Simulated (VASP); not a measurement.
# BN (F-43m) in VASP: vibrations by perturbation theory with LDA

Aim: the vibrations by perturbation theory of BN with LDA.

Everything below comes from runs of VASP 6.6.1. Logs are shortened: lines on timing, memory, paths and dates and some standing lists are left out, and cuts for length are marked.

## 1. The cell of the first run

The structure is cubic, space group F-43m (No. 216). Conventional cell: a = 3.651 Å, b = 3.651 Å, c = 3.651 Å, α = 90.00°, β = 90.00°, γ = 90.00°. B (site symmetry -43m) has 4 N at 1.58 Å within 2.1 Å. N (site symmetry -43m) has 4 B at 1.58 Å within 2.1 Å.

## 2. Vibrations by perturbation theory, LDA

File INCAR:

```
  ALGO = Normal
  EDIFF = 1E-8
  ENCUT = 600
  GGA = CA
  GGA_COMPAT = False
  IBRION = 8
  ISIF = 2
  ISMEAR = 0
  LASPH = True
  LCHARG = False
  LEPSILON = True
  LREAL = False
  LWAVE = False
  NBANDS = 11
  NELM = 120
  NSW = 1
  PREC = Accurate
  SIGMA = 0.01
```

File KPOINTS:

```
k-points
0
Gamma
  8 8 8
```

File POSCAR:

```
BN
1.0
    0.0000000000      1.8254981937      1.8254981937
    1.8254981937      0.0000000000      1.8254981937
    1.8254981937      1.8254981937      0.0000000000
B N
1 1
Direct
    0.0000000000      0.0000000000      0.0000000000
    0.2500000000      0.2500000000      0.2500000000
```

Potentials or basis: VASP PAW LDA potentials, release 64 (B, N).

Command:

```
> cat potpaw_LDA.64/B/POTCAR potpaw_LDA.64/N/POTCAR > POTCAR
> mpirun -np 1 vasp_std > vasp.out
```

OUTCAR:

```text
EDIFF = 1E-8
   ENCUT = 600
   GGA = CA
   IBRION = 8
   ISIF = 2
   ISMEAR = 0
   LASPH = True
   LEPSILON = True
   LREAL = False
   NELM = 120
   NSW = 1
   PREC = Accurate

 ion  position               nearest neighbor table
   1  0.000  0.000  0.000-   2 1.58   2 1.58   2 1.58   2 1.58
   2  0.250  0.250  0.250-   1 1.58   1 1.58   1 1.58   1 1.58

  LATTYP: Found a face centered cubic cell.
 ALAT       =     3.6509963874

  Lattice vectors:

 A1 = (   0.0000000000,   1.8254981937,   1.8254981937)
 A2 = (   1.8254981937,   0.0000000000,   1.8254981937)
 A3 = (   1.8254981937,   1.8254981937,   0.0000000000)

Analysis of symmetry for initial positions (statically):
=====================================================================
 Subroutine PRICEL returns:
 Original cell was already a primitive cell.

 Routine SETGRP: Setting up the symmetry group for a
 face centered cubic supercell.

 Subroutine GETGRP returns: Found 24 space group operations
 (whereof 24 operations were pure point group operations)
 out of a pool of 48 trial point group operations.

The static configuration has the point symmetry T_d .

Analysis of symmetry for dynamics (positions and initial velocities):
=====================================================================
 Subroutine PRICEL returns:
 Original cell was already a primitive cell.

 Routine SETGRP: Setting up the symmetry group for a
 face centered cubic supercell.

 Subroutine GETGRP returns: Found 24 space group operations
 (whereof 24 operations were pure point group operations)
 out of a pool of 48 trial point group operations.

The dynamic configuration has the point symmetry T_d .

 Subroutine INISYM returns: Found 24 space group operations
 (whereof 24 operations are pure point group operations),
 and found     1 'primitive' translations

----------------------------------------------------------------------------------------

                                     Primitive cell

  volume of cell :      12.1667

  direct lattice vectors                    reciprocal lattice vectors
     0.000000000  1.825498194  1.825498194    -0.273897833  0.273897833  0.273897833
     1.825498194  0.000000000  1.825498194     0.273897833 -0.273897833  0.273897833
     1.825498194  1.825498194  0.000000000     0.273897833  0.273897833 -0.273897833

  length of vectors
     2.581644304  2.581644304  2.581644304     0.474404963  0.474404963  0.474404963

  position of ions in fractional coordinates (direct lattice)
     0.000000000  0.000000000  0.000000000
     0.250000000  0.250000000  0.250000000

  ion indices of the primitive-cell ions
   primitive index   ion index
                 1           1
                 2           2

----------------------------------------------------------------------------------------

 KPOINTS: k-points

Automatic generation of k-mesh.
 Grid dimensions read from file:
 generate k-points for:    8    8    8

 Generating k-lattice:

  Cartesian coordinates                     Fractional coordinates (reciprocal lattice)
    -0.034237229  0.034237229  0.034237229     0.125000000  0.000000000  0.000000000
     0.034237229 -0.034237229  0.034237229     0.000000000  0.125000000  0.000000000
[... 485 lines left out ...]
  ---------------------------------------------------
  free energy    TOTEN  =        -0.12994405 eV

  energy without entropy =       -0.12994405

------------------------ aborting loop because EDIFF is reached ----------------------------------------

--------------------------------------- Ionic step        2  -------------------------------------------

------------------------ aborting loop because EDIFF is reached ----------------------------------------

--------------------------------------- Ionic step        3  -------------------------------------------

------------------------ aborting loop because EDIFF is reached ----------------------------------------

 PIEZOELECTRIC TENSOR FIELD DIRECTION 3  (e Angst)
 -----------------------------------------------------------------------------
    -0.00026 -0.77983  0.00000           ( -0.00000 -0.01111  0.00000)
    -0.77983 -0.00026  0.00000           ( -0.01111 -0.00000  0.00000)
     0.00000  0.00000  0.00015           (  0.00000  0.00000 -0.00000)

 PIEZOELECTRIC TENSOR FIELD DIRECTION 3  (C/m^2)
 -----------------------------------------------------------------------------
    -0.00034 -1.02692  0.00000
    -1.02692 -0.00034  0.00000
     0.00000  0.00000  0.00020

--------------------------------------- Ionic step        4  -------------------------------------------

------------------------ aborting loop because EDIFF is reached ----------------------------------------

[... ionic steps 5 to 6 ...]

--------------------------------------- Ionic step        7  -------------------------------------------

 Free energy of the ion-electron system (eV)
  ---------------------------------------------------
  ---------------------------------------------------
  free energy    TOTEN  =        -0.22601498 eV

  energy without entropy =       -0.22601498

------------------------ aborting loop because EDIFF is reached ----------------------------------------

 INTERNAL STRAIN TENSOR  FOR ION    2  DIRECTION 1   (eV/Angst):
 -----------------------------------------------------------------------------
    -0.03573  0.00000  0.00000
     0.00000  0.01979 -0.00766
     0.00000 -0.00766  0.01979

 MACROSCOPIC STATIC DIELECTRIC TENSOR (including local field effects in DFT)
 ------------------------------------------------------
           4.635902     0.000000     0.000000
           0.000000     4.635902     0.000000
          -0.000000     0.000000     4.635902
 ------------------------------------------------------

 PIEZOELECTRIC TENSOR (including local field effects)  for field in x, y, z        (e  Angst)
          XX          YY          ZZ          XY          YZ          ZX
  --------------------------------------------------------------------------------
  x     0.00000     0.00000    -0.00000     0.00000    -0.78050     0.00000
  y    -0.00000     0.00000     0.00000     0.00000     0.00000    -0.78050
  z     0.00000     0.00000     0.00000    -0.78050     0.00000     0.00000

 PIEZOELECTRIC TENSOR (including local field effects)  for field in x, y, z        (C/m^2)
          XX          YY          ZZ          XY          YZ          ZX
  --------------------------------------------------------------------------------
  x     0.00000     0.00000    -0.00000     0.00000    -1.02780     0.00000
  y    -0.00000     0.00000     0.00000     0.00000     0.00000    -1.02780
  z     0.00000     0.00000     0.00000    -1.02780     0.00000     0.00000

 BORN EFFECTIVE CHARGES (including local field effects) (in |e|, cummulative output)
 ---------------------------------------------------------------------------------
 ion    1
    1     1.90207    -0.00000     0.00000
    2     0.00000     1.90207    -0.00000
    3     0.00000    -0.00000     1.90207
 ion    2
    1    -1.90207     0.00000    -0.00000
    2     0.00000    -1.90207     0.00000
    3    -0.00000     0.00000    -1.90207

 INTERNAL STRAIN TENSOR FOR ION    2 for displacements in x,y,z  (eV/Angst):
          X           Y           Z          XY          YZ          ZX
  --------------------------------------------------------------------------------
  x    -0.00000     0.00000     0.00000     0.00000    -0.00766     0.00000
  y    -0.00000    -0.00000    -0.00000     0.00000     0.00000    -0.00766
  z     0.00000     0.00000    -0.00000    -0.00766     0.00000     0.00000

 SECOND DERIVATIVES (NOT SYMMETRIZED)
 ------------------------------------
               1X          1Y          1Z          2X          2Y          2Z
  1X   -22.235277    0.000000    0.000000   22.235277    0.000000    0.000000
  1Y     0.000000  -22.235277    0.000000    0.000000   22.235277    0.000000
  1Z     0.000000    0.000000  -22.235277    0.000000    0.000000   22.235277
  2X    22.239600    0.000000    0.000000  -22.239600    0.000000    0.000000
  2Y     0.000000   22.239600    0.000000    0.000000  -22.239600    0.000000
  2Z     0.000000    0.000000   22.239600    0.000000    0.000000  -22.239600

 Eigenvectors and eigenvalues of the dynamical matrix
 ----------------------------------------------------

   1 f  =   29.847559 THz   187.537742 2PiTHz  995.607391 cm-1   123.439529 meV
             X         Y         Z           dx          dy          dz
      0.000000  0.000000  0.000000     0.000000   -0.448293   -0.602718
      0.912749  0.912749  0.912749     0.000000    0.393965    0.529676
[... 21 lines left out ...]
   6 f/i=    0.001439 THz     0.009040 2PiTHz    0.047992 cm-1     0.005950 meV
             X         Y         Z           dx          dy          dz
      0.000000  0.000000  0.000000     0.000000   -0.524316    0.401070
      0.912749  0.912749  0.912749     0.000000   -0.596620    0.456378

--------------------------------------------------------------------------------------------------------

 MACROSCOPIC STATIC DIELECTRIC TENSOR IONIC CONTRIBUTION
 ------------------------------------------------------
           2.419691    -0.000000     0.000000
          -0.000000     2.419691    -0.000000
           0.000000    -0.000000     2.419691
 ------------------------------------------------------

 ELASTIC MODULI CONTR FROM IONIC RELAXATION (kBar)
 Direction    XX          YY          ZZ          XY          YZ          ZX
 --------------------------------------------------------------------------------
 XX          -0.0000      0.0000      0.0000     -0.0000      0.0000      0.0000
 YY           0.0000     -0.0000     -0.0000     -0.0000     -0.0000      0.0000
 ZZ           0.0000     -0.0000     -0.0000      0.0000     -0.0000      0.0000
 XY          -0.0000     -0.0000      0.0000     -0.0451      0.0000      0.0000
 YZ           0.0000     -0.0000     -0.0000      0.0000     -0.0451      0.0000
 ZX           0.0000      0.0000      0.0000      0.0000      0.0000     -0.0451
 --------------------------------------------------------------------------------

 PIEZOELECTRIC TENSOR IONIC CONTR  for field in x, y, z        (C/m^2)
          XX          YY          ZZ          XY          YZ          ZX
  --------------------------------------------------------------------------------
  x     0.00000    -0.00000    -0.00000    -0.00000    -0.00983     0.00000
  y     0.00000     0.00000     0.00000     0.00000     0.00000    -0.00983
  z    -0.00000    -0.00000     0.00000    -0.00983    -0.00000     0.00000
```

Wall time 2 min (1 thread of Intel Xeon 8259CL, shared host); peak memory 0.16 GiB.

Results:

```yaml
Electronic_dielectric_tensor_diagonal: 4.64
Born_charges_mean_of_the_diagonal: B +1.90; N -1.90 e
Highest_phonon_frequency_at_Γ_LO-TO_splitting_left_out: 996 cm⁻¹
```

Phonon frequencies in cm⁻¹ (negative: imaginary):
| q point | frequencies |
| --- | --- |
| (0.000, 0.000, 0.000) | 0 0 0 996 996 996 |

Electronic dielectric tensor:
```
4.64 0.00 0.00
0.00 4.64 0.00
0.00 0.00 4.64
```

Born effective charge tensors (e):
atom 1, B
```
1.90 0.00 0.00
0.00 1.90 0.00
0.00 0.00 1.90
```
atom 2, N
```
-1.90  0.00  0.00
 0.00 -1.90  0.00
 0.00  0.00 -1.90
```

Caveat: the k points lie up to 0.37 Å⁻¹ apart; the cell stands under pressure or tension, which shifts response properties.
